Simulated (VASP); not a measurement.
KF, 2 atoms in the cell. The structure is trigonal, space group R-3m (No. 166). Conventional cell: a = 3.670 Å, b = 3.670 Å, c = 9.135 Å, α = 90.00°, β = 90.00°, γ = 120.00°. K (site symmetry -3m) has 6 F at 2.61 Å within 3.4 Å. Within 3.4 Å of F (site symmetry -3m) lie 6 K at 2.61 Å. 

| Property | Result |
| --- | --- |
| Program | VASP 6.6.1 |
| Task | single point |
| Functional | LDA |
| Potentials or basis | VASP PAW LDA potentials, release 64 (K_sv, F) |
| Cutoff | 520 eV |
| k mesh | 8 × 8 × 8 |
| Occupations | gaussian, width 0.05 eV |
| Spin | no spin polarisation |
| Dipole correction | no |
| Further INCAR settings | ALGO = Normal; EDIFF = 1e-07; NBANDS = 15 |

Potentials or basis: VASP PAW LDA potentials, release 64 (K_sv, F).

Command:

```bash
$ cat potpaw_LDA.64/K_sv/POTCAR potpaw_LDA.64/F/POTCAR > POTCAR
$ mpirun -np 1 vasp_std > vasp.out
```

Hardware: 1 thread of Intel(R) Xeon(R) Platinum 8375C CPU @ 2.90GHz (Ice Lake), on a shared host.

Task: Estimate the wall time of this run.

Result: It took 24 s on 1 thread of Intel(R) Xeon(R) Platinum 8375C CPU @ 2.90GHz (Ice Lake), with other jobs on the host, peak memory 0.16 GiB. Counts: scf iterations 14, k points 65.
